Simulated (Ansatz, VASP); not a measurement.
**Sb in VASP and in Ansatz**

```
Sb
1.0
    -2.31293    2.31293    1.24126
     2.31293   -2.31293    1.24126
     2.31293    2.31293   -1.24126
Sb
2
Direct
  0.62500 0.87500 0.75000
  0.37500 0.12500 0.25000
```

Change from the starting cell: volume scaled by 0.45, LAPW.

Alike in both runs: task single point; functional PBE; k mesh 15 × 15 × 15; occupations fermi-dirac, width 0.08 eV; no spin polarisation.

```csv
,VASP,Ansatz
version,VASP 6.6.1,Ansatz 0.2.0
potentials or method,"VASP PAW PBE potentials, release 64 (Sb), cutoff 520 eV","all-electron LAPW, scalar-relativistic"
```

|  | VASP | Ansatz | Ansatz less VASP |
| --- | --- | --- | --- |
| pressure (GPa) | 270.9 | 264.4 | -6.52 |
| traceless stress, the component that is largest in VASP (GPa) | 0.98 | -0.04 | -1.012 |

Both programs put the cell under a high pressure, so it lies far from rest at this level. Ansatz ran all-electron here, and VASP with PAW potentials.

Spin-orbit coupling is off throughout. Noted on VASP's run: the cell as given lies far from equilibrium.
